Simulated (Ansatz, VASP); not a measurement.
# One calculation of VGe3, two programs

```
CELL_PARAMETERS angstrom
3.93059 0.00000 0.00000
-1.96529 3.40399 0.00000
0.00000 0.00000 4.14833
ATOMIC_POSITIONS crystal
V 0.00000 0.00000 0.00000
Ge 0.00000 0.00000 0.50000
Ge 0.33333 0.66667 0.00000
Ge 0.66667 0.33333 0.00000
```

Alike in both runs: task single point; functional PBE; k mesh 6 × 6 × 4; occupations gaussian, width 0.1 eV; collinear spin.

```csv
,VASP,Ansatz
version,VASP 6.6.1,Ansatz 0.2.0
potentials or method,"VASP PAW PBE potentials, release 64 (V_sv, Ge_d), cutoff 500 eV","scalar-relativistic, plane waves, PAW"
valence electrons in the cell,55,55
```

|  | VASP | Ansatz | Ansatz less VASP |
| --- | --- | --- | --- |
| gap on the k mesh at the Fermi level (eV) | none | none | - |
| net moment per atom (μB) | 0.01 | 0.00 | -0.006 |

A gap of «none» marks a metal or a gap that the smearing closes. Ansatz's warnings: seeded moment not kept.

The k mesh is coarse, so the values compare programs but aren't converged.
